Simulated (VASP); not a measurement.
BN:

```
N B
1.0
     0.00000    3.51846    2.18044
     1.25992    0.00000    2.18044
     1.25992    3.51846    0.00000
N B
1 1
Direct
  0.66665 0.66665 0.33335
  0.00005 0.00005 0.99995
```

Base run:

- Program: VASP 6.6.1
- Functional: r2SCAN
- Potentials or basis: VASP PAW PBE potentials, release 64 (N, B)
- Cutoff: 520 eV
- k mesh: 13 × 13 × 13
- Occupations: fermi-dirac, width 0.05 eV
- Spin: no spin polarisation

Its results: band gap on the k mesh 4.40 eV (least direct gap 5.30 eV); pressure -4.6 GPa; largest force 0.008 eV/Å.

Q: The run is repeated on the same cell with these changes: functional from r2SCAN to LDA; potentials or basis from VASP PAW PBE potentials, release 64 (N, B) to VASP PAW LDA potentials, release 64 (N, B). What comes out?

A: Band gap on the k mesh 3.68 eV (least direct gap 4.46 eV); pressure -8.1 GPa; largest force 0.010 eV/Å.

Caveats: the stress differs along the axes, from -7 to -0 GPa (at least some runs); the PAW data sets were made with another functional, which shifts forces and pressure a little (at least some runs); the stress differs along the axes, from -12 to -1 GPa (at least some runs).

A k mesh can miss the band edges.
